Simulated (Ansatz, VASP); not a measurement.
# Two plane-wave programs on SiC

File INCAR:

```
PREC     = Accurate       # precision mode
ENCUT    = 520            # plane-wave cutoff, eV
EDIFF    = 1E-7           # SCF threshold, eV
ISMEAR   = 0              # smearing method
SIGMA    = 0.02           # smearing width, eV
LREAL    = F              # projectors in reciprocal space
LASPH    = T              # aspherical terms in the spheres
NELM     = 60             # most SCF steps
ALGO     = Normal         # electronic algorithm
ISIF     = 2              # what is computed and relaxed
LWAVE    = F              # write WAVECAR
LCHARG   = T              # write CHGCAR
GGA      = PE             # functional
LELF     = T              # ELF
LVHAR    = T            
NBANDS   = 16             # bands
```

File KPOINTS:

```
Automatic mesh
0
Gamma
  12 12 6
```

The input POSCAR:

```
SiC
1.0
    2.9866096985     -0.0183021893      0.0015379991
   -1.5091550102      2.6465379522      0.0038661736
    0.0025240000      0.0087835200      4.9562273600
Si C
2 2
Direct
    0.3349575647      0.6761114920      0.0093502377
    0.6586193482      0.3707822907      0.5056596672
    0.3322666978      0.6333695284      0.3854437401
    0.6741563893      0.3197366890      0.8695463550
```

Input for Ansatz:

```yaml
crystal:
  lattice:
    - [2.9866096985, -0.0183021893, 0.0015379991]
    - [-1.5091550102, 2.6465379522, 0.0038661736]
    - [0.002524, 0.00878352, 4.95622736]
  atoms:
    - { symbol: Si, position: [0.3349575647, 0.676111492, 0.0093502377] }
    - { symbol: Si, position: [0.6586193482, 0.3707822907, 0.5056596672] }
    - { symbol: C, position: [0.3322666978, 0.6333695284, 0.3854437401] }
    - { symbol: C, position: [0.6741563893, 0.319736689, 0.869546355] }
basis:
  ecutwfc: 420
kpoints:
  mp_grid: { grid: [12, 12, 6] }
hamiltonian:
  xc: pbe
scf:
  occupations: { method: gaussian, width: 0.02 }
output:
  forces: true
  stress: true
  eigenvalues: true
```

Alike in both runs: task single point; functional PBE; k mesh 12 × 12 × 6; occupations gaussian, width 0.02 eV; no spin polarisation.

|  | VASP | Ansatz |
| --- | --- | --- |
| version | VASP 6.6.1 | Ansatz 0.2.0 |
| potentials or method | VASP PAW PBE potentials, release 64 (Si, C), cutoff 520 eV | scalar-relativistic, plane waves, PAW |
| valence electrons in the cell | 16 | 16 |

|  | VASP | Ansatz | Ansatz less VASP |
| --- | --- | --- | --- |
| gap on the k mesh at the Fermi level (eV) | 1.59 | 1.60 | +0.005 |
| least direct gap on the mesh (eV) | 3.54 | 3.55 | +0.007 |
| pressure (GPa) | 23.3 | 23.4 | +0.10 |
| traceless stress, the component that is largest in VASP (GPa) | 12.44 | 12.43 | -0.012 |
| rms of the force components (eV/Å) | 2.626 | 2.627 | +0.0009 |

Atom by atom the forces differ by 0.001 eV/Å (rms over components). The functional is the same, so the differences come from potentials, cutoffs and numerics.
